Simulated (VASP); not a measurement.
Here is a VASP 6.6.1 calculation.

Contents of INCAR:

```
PREC     = Accurate       # precision mode
ENCUT    = 500            # plane-wave cutoff, eV
EDIFF    = 1E-6           # SCF threshold, eV
ISMEAR   = 0              # smearing method
SIGMA    = 0.15           # smearing width, eV
LREAL    = F              # projectors in reciprocal space
LASPH    = T              # aspherical terms in the spheres
NELM     = 120            # most SCF steps
ALGO     = Normal         # electronic algorithm
ISIF     = 2              # what is computed and relaxed
LWAVE    = F              # write WAVECAR
LCHARG   = F              # write CHGCAR
NBANDS   = 14             # bands
GGA_COMPAT= F
```

Contents of KPOINTS:

```
regular mesh
0
Gamma
  8 8 8
```

File POSCAR:

```
Ir
1.0
    0.0000000000      1.9460005285      1.8681605073
    1.9460005285      0.0000000000      1.8681605073
    1.9460005285      1.9460005285      0.0000000000
Ir
1
Direct
    0.0000000000      0.0000000000      0.0000000000
```

Potentials or basis: VASP PAW LDA potentials, release 64 (Ir_sv_GW).

Command:

```bash
$ cat potpaw_LDA.64/Ir_sv_GW/POTCAR > POTCAR
$ mpirun -np 1 vasp_std > vasp.out
```

(1) Estimate the pressure.

## Answers

(1) -8.4 GPa.
